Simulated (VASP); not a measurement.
# Ni in VASP: single point with PBE

Aim: the single point of Ni with PBE.

Program: VASP 6.6.1. These are calculated values, not measurements. Logs are shortened: lines on timing, memory, paths and dates and some standing lists are left out, and cuts for length are marked.

### Step 1. The cell of the first run

The cell holds a slab with vacuum, 10 atoms: a = 3.518 Å, b = 3.518 Å, c = 24.037 Å, α = 90.00°, β = 90.00°, γ = 90.00°.

### Step 2. Single point, PBE, collinear spin, ferromagnetic start

Contents of INCAR:

```
SYSTEM = Ni
ALGO     = Normal         ! electronic algorithm
DIPOL    = 0.5 0.5 0.500
EDIFF    = 1E-7           ! SCF threshold, eV
ENCUT    = 520            ! plane-wave cutoff, eV
GGA      = PE             ! functional
IDIPOL   = 3            
ISIF     = 2              ! what is computed and relaxed
ISMEAR   = 0              ! smearing method
ISPIN    = 2              ! spin polarisation
KPAR     = 4            
LASPH    = .TRUE.         ! aspherical terms in the spheres
LCHARG   = .TRUE.         ! write CHGCAR
LDIPOL   = .TRUE.       
LMAXMIX  = 4              ! l up to which the mixer works
LORBIT   = 11             ! projections on sites
LREAL    = .FALSE.        ! projectors in reciprocal space
LVACPOTAV= .TRUE.       
LVHAR    = .TRUE.       
LWAVE    = .FALSE.        ! write WAVECAR
MAGMOM   = 0.75 0.75 0.75 0.75 0.75 0.75 0.75 0.75 0.75 0.75 ! initial moments
NBANDS   = 65             ! bands
NELM     = 150            ! most SCF steps
PREC     = Accurate       ! precision mode
SIGMA    = 0.1            ! smearing width, eV
```

Contents of KPOINTS:

```
k-points
0
G
  8 8 1
  0 0 0
```

Contents of POSCAR:

```
Ni
1.0
    3.5184756067      0.0000000000      0.0000000000
    0.0000000000      3.5184756067      0.0000000000
    0.0000000000      0.0000000000     24.0369512134
Ni
10
Direct
    0.0000000000      0.5000000000      0.3536222179
    0.5000000000      0.0000000000      0.3536222179
    0.5000000000      0.5000000000      0.4268111090
    0.0000000000      0.0000000000      0.4268111090
    0.0000000000      0.5000000000      0.5003510240
    0.5000000000      0.0000000000      0.5003510240
    0.5000000000      0.5000000000      0.5742246197
    0.0000000000      0.0000000000      0.5742246197
    0.0000000000      0.5000000000      0.6445716647
    0.5000000000      0.0000000000      0.6445716647
```

Potentials or basis: VASP PAW PBE potentials, release 64 (Ni).

Run with:

```
$ cat potpaw_PBE.64/Ni/POTCAR > POTCAR
$ mpirun -np 4 vasp_std > vasp.out
```

OUTCAR:

```text
SYSTEM = Ni
   EDIFF = 1E-7
   ENCUT = 520
   GGA = PE
   ISIF = 2
   ISMEAR = 0
   ISPIN = 2
   LASPH = .TRUE.
   LORBIT = 11
   LREAL = .FALSE.
   NELM = 150
   PREC = Accurate

 ion  position               nearest neighbor table
   1  0.000  0.500  0.354-   2 2.49   2 2.49   2 2.49   2 2.49   4 2.49   4 2.49   3 2.49   3 2.49

   2  0.500  0.000  0.354-   1 2.49   1 2.49   1 2.49   1 2.49   3 2.49   4 2.49   4 2.49   3 2.49

   3  0.500  0.500  0.427-   4 2.49   4 2.49   4 2.49   4 2.49   2 2.49   1 2.49   1 2.49   2 2.49
                             5 2.49   6 2.49   5 2.49   6 2.49
   4  0.000  0.000  0.427-   3 2.49   3 2.49   3 2.49   3 2.49   2 2.49   2 2.49   1 2.49   1 2.49
                             5 2.49   6 2.49   6 2.49   5 2.49
   5  0.000  0.500  0.500-   6 2.49   6 2.49   6 2.49   6 2.49   4 2.49   3 2.49   3 2.49   4 2.49
                             7 2.50   8 2.50   7 2.50   8 2.50
   6  0.500  0.000  0.500-   5 2.49   5 2.49   5 2.49   5 2.49   4 2.49   4 2.49   3 2.49   3 2.49
                             7 2.50   8 2.50   8 2.50   7 2.50
   7  0.500  0.500  0.574-   9 2.44  10 2.44  10 2.44   9 2.44   8 2.49   8 2.49   8 2.49   8 2.49
                             5 2.50   6 2.50   6 2.50   5 2.50
   8  0.000  0.000  0.574-   9 2.44  10 2.44   9 2.44  10 2.44   7 2.49   7 2.49   7 2.49   7 2.49
                             6 2.50   5 2.50   6 2.50   5 2.50
   9  0.000  0.500  0.645-   7 2.44   8 2.44   8 2.44   7 2.44  10 2.49  10 2.49  10 2.49  10 2.49
[... 9 lines left out ...]
 A1 = (   3.5184756067,   0.0000000000,   0.0000000000)
 A2 = (   0.0000000000,   3.5184756067,   0.0000000000)
 A3 = (   0.0000000000,   0.0000000000,  24.0369512134)

Analysis of symmetry for initial positions (statically):
=====================================================================
 Subroutine PRICEL returns following result:

  LATTYP: Found a simple tetragonal cell.
 ALAT       =     2.4879379609
 C/A-ratio  =     9.6613949346
[... 12 lines left out ...]
 Subroutine GETGRP returns: Found  8 space group operations
 (whereof  8 operations were pure point group operations)
 out of a pool of 16 trial point group operations.

The static configuration has the point symmetry C_4v.

Analysis of symmetry for dynamics (positions and initial velocities):
=====================================================================
 Subroutine PRICEL returns following result:

  LATTYP: Found a simple tetragonal cell.
 ALAT       =     2.4879379609
 C/A-ratio  =     9.6613949346
[... 12 lines left out ...]
 Subroutine GETGRP returns: Found  8 space group operations
 (whereof  8 operations were pure point group operations)
 out of a pool of 16 trial point group operations.

The dynamic configuration has the point symmetry C_4v.

Analysis of structural, dynamic, and magnetic symmetry:
=====================================================================
 Subroutine PRICEL returns following result:

  LATTYP: Found a simple tetragonal cell.
 ALAT       =     2.4879379609
 C/A-ratio  =     9.6613949346
[... 12 lines left out ...]
 Subroutine GETGRP returns: Found  8 space group operations
 (whereof  8 operations were pure point group operations)
 out of a pool of 16 trial point group operations.

The overall configuration has the point symmetry C_4v.

 Subroutine INISYM returns: Found  8 space group operations
 (whereof  8 operations are pure point group operations),
 and found     2 'primitive' translations

----------------------------------------------------------------------------------------

                                     Primitive cell

  volume of cell :     148.7848

  direct lattice vectors                    reciprocal lattice vectors
     1.759237803 -1.759237803  0.000000000     0.284213993 -0.284213993  0.000000000
     1.759237803  1.759237803  0.000000000     0.284213993  0.284213993  0.000000000
     0.000000000  0.000000000 24.036951213     0.000000000  0.000000000  0.041602614

  length of vectors
     2.487937961  2.487937961 24.036951213     0.401939283  0.401939283  0.041602614

  position of ions in fractional coordinates (direct lattice)
     0.500000000  0.500000000  0.353622218
     0.000000000  0.000000000  0.426811109
     0.500000000  0.500000000  0.500351024
     0.000000000  0.000000000  0.574224620
     0.500000000  0.500000000  0.644571665

  ion indices of the primitive-cell ions
   primitive index   ion index
                 1           1
                 2           3
                 3           5
                 4           7
                 5           9

[... 64 lines left out ...]
   NSW    =      0    number of steps for IOM
   IBRION =     -1    ionic relax: 0-MD 1-quasi-New 2-CG
   NFREE  =      0    steps in history (QN), initial steepest desc. (CG)
   ISIF   =      2    stress and relaxation
   ISYM   =      2    0-nonsym 1-usesym 2-fastsym
   POTIM  = 0.5000    time-step for ionic-motion
   TEBEG  =    0.0;   TEEND  =   0.0 temperature during run
   PSTRESS=    0.0 pullay stress
   NELECT =     100.0000    total number of electrons
   NUPDOWN=      -1.0000    fix difference up-down
   EMIN   =  10.00;   EMAX   =-10.00  energy-range for DOS
   EFERMI =   0.00;   METHOD = LEGACY
   ISMEAR =     0;   SIGMA  =   0.10  broadening in eV -4-tet -1-fermi 0-gaus
   EFERMI_NEDOS =   21; number of points for ismear=-14 and -15
   IALGO  =     38    algorithm
   IMIX   =      4    mixing-type and parameters
     AMIX     =   0.40;   BMIX     =  1.00
     AMIX_MAG =   1.60;   BMIX_MAG =  1.00
  volume/ion in A,a.u.               =      29.76       200.81
  Fermi-wavevector in a.u.,A,eV,Ry     =   1.138183  2.150854 17.625804  1.295460
  Thomas-Fermi vector in A             =   2.274887
   LORBIT       =     11    0 simple, 1 ext, 2 COOP (PROOUT), +10 PAW based schemes
   GGA     = PE    functional components
   LHFCALC =     F    Hartree Fock is set to
   AEXX    =    0.0000 exact exchange contribution
   IVDW    =     0    specifies the selected vdW correction
   LEPSILON=     F    determine dielectric tensor
   LRPA    =     F    only Hartree local field effects (RPA)
 spin polarized calculation
 Gauss-broadening in eV      SIGMA  =   0.10
  energy-cutoff  :      520.00
  volume of cell :      297.57
 maximum number of plane-waves:      8097
 NGX is ok and might be reduce to    28
   NGX = 13   NGY = 13   NGZ = 89

 number of electron     100.0000000 magnetization       7.5000000

 dipolmoment           0.000000      0.000000      0.000082 electrons x Angstroem

 number of electron      99.9999946 magnetization       6.6402022

 dipolmoment           0.000000      0.000000     -0.000055 electrons x Angstroem

 Free energy of the ion-electron system (eV)
  ---------------------------------------------------
  ext. energy  EPLUGINS =         0.00000000
  ---------------------------------------------------
  free energy    TOTEN  =       -51.31855538 eV

  energy without entropy =      -51.23189418  energy(sigma->0) =      -51.27522478

 E-fermi :   0.3938     XC(G=0):  -5.6716

 val. band max:        0.3885865142   @ k =   0.2500   0.1250   0.0000
 cond. band min:       0.3957733283   @ k =   0.3750   0.0000   0.0000
 fundamental gap:      0.0071868141
 Fermi energy:         0.3938205546

 spin component 1

 k-point     1 :       0.0000    0.0000    0.0000
  band No.  band energies     occupation
      1      -8.1920      1.00000
      2      -7.0089      1.00000
      3      -5.3308      1.00000
      4      -4.1753      1.00000
      5      -4.1063      1.00000
      6      -4.0949      1.00000
[... 964 lines left out ...]
     61       4.8620      0.00000
     62       4.8620      0.00000
 Fermi energy:         0.3938205546

 spin component 2

 k-point     1 :       0.0000    0.0000    0.0000
  band No.  band energies     occupation
      1      -8.2276      1.00000
      2      -7.0336      1.00000
      3      -5.3149      1.00000
      4      -3.9879      1.00000
      5      -3.8060      1.00000
      6      -3.7070      1.00000
[... 964 lines left out ...]
     61       5.1495      0.00000
     62       5.1495      0.00000
 [bands above 62 left out]

------------------------ aborting loop because EDIFF is reached ----------------------------------------

  FORCE on cell =-STRESS in cart. coord.  units (eV):
  Direction    XX          YY          ZZ          XY          YZ          ZX
  --------------------------------------------------------------------------------------
  -------------------------------------------------------------------------------------
  Total       -3.7240149     -3.7240149     -1.1172913      0.0000000     -0.0000000      0.0000000
  in kB      -20.0508837    -20.0508837     -6.0157324      0.0000000     -0.0000000      0.0000000
  external PRESSURE =     -15.3725000 kB  Pullay stress =       0.0000000 kB

 VOLUME and BASIS-vectors are now :
 -----------------------------------------------------------------------------
  energy-cutoff  :      520.00
  volume of cell :      297.57
      direct lattice vectors                 reciprocal lattice vectors
     3.518475607  0.000000000  0.000000000     0.284213993  0.000000000  0.000000000
     0.000000000  3.518475607  0.000000000     0.000000000  0.284213993  0.000000000
     0.000000000  0.000000000 24.036951213     0.000000000  0.000000000  0.041602614

 POSITION                                       TOTAL-FORCE (eV/Angst)
 -----------------------------------------------------------------------------------
      0.00000      1.75924      8.50000         0.000000     -0.000000      0.332093
      1.75924      0.00000      8.50000         0.000000      0.000000      0.332093
      1.75924      1.75924     10.25924        -0.000000      0.000000     -0.331113
      0.00000      0.00000     10.25924        -0.000000      0.000000     -0.331113
      0.00000      1.75924     12.02691         0.000000     -0.000000      0.001660
      1.75924      0.00000     12.02691        -0.000000      0.000000      0.001660
      1.75924      1.75924     13.80261         0.000000     -0.000000     -0.023419
      0.00000      0.00000     13.80261        -0.000000      0.000000     -0.023419
      0.00000      1.75924     15.49354        -0.000000     -0.000000      0.020779
      1.75924      0.00000     15.49354        -0.000000      0.000000      0.020779
 -----------------------------------------------------------------------------------
    total drift:                                0.000000      0.000000      0.000046

  FREE ENERGIE OF THE ION-ELECTRON SYSTEM (eV)
  ---------------------------------------------------
  free  energy   TOTEN  =       -51.3185553811 eV

  energy  without entropy=      -51.2318941837  energy(sigma->0) =      -51.27522478

 vacuum level on the upper side and lower side of the slab         5.284         5.285

 total charge

# of ion       s       p       d       tot
------------------------------------------
    1        0.470   0.335   8.318   9.123
    2        0.470   0.335   8.318   9.123
    3        0.492   0.492   8.312   9.296
    4        0.492   0.492   8.312   9.296
    5        0.495   0.489   8.314   9.299
    6        0.495   0.489   8.314   9.299
    7        0.500   0.509   8.319   9.327
    8        0.500   0.509   8.319   9.327
    9        0.480   0.352   8.326   9.159
   10        0.480   0.352   8.326   9.159
--------------------------------------------------
tot          4.874   4.354  83.179  92.406

 magnetization (x)

# of ion       s       p       d       tot
------------------------------------------
    1       -0.002  -0.019   0.758   0.737
    2       -0.002  -0.019   0.758   0.737
    3       -0.008  -0.025   0.678   0.645
    4       -0.008  -0.025   0.678   0.645
    5       -0.007  -0.027   0.678   0.643
    6       -0.007  -0.027   0.678   0.643
    7       -0.008  -0.025   0.678   0.645
    8       -0.008  -0.025   0.678   0.645
    9       -0.003  -0.019   0.752   0.730
   10       -0.003  -0.019   0.752   0.730
--------------------------------------------------
tot         -0.056  -0.230   7.088   6.802
```

Run time: 9.8 min. Hardware: 4 MPI ranks of AMD EPYC 7R13 (Zen 3), shared host; peak memory 0.74 GiB.

Results:

- Free energy: -51.3186 eV
- Largest force: 0.332 eV/Å
- Net moment: 6.64 μB per cell
- Site moments: Ni +0.74, +0.65, +0.64, +0.73 μB
- Valence electrons inside the program's atomic spheres: Ni 9.12, 9.30, 9.33, 9.16

Forces on the atoms (eV/Å):
```
Ni   0.000  0.000  0.332
Ni   0.000  0.000  0.332
Ni   0.000  0.000 -0.331
Ni   0.000  0.000 -0.331
Ni   0.000  0.000  0.002
Ni   0.000  0.000  0.002
Ni   0.000  0.000 -0.023
Ni   0.000  0.000 -0.023
Ni   0.000  0.000  0.021
Ni   0.000  0.000  0.021
```
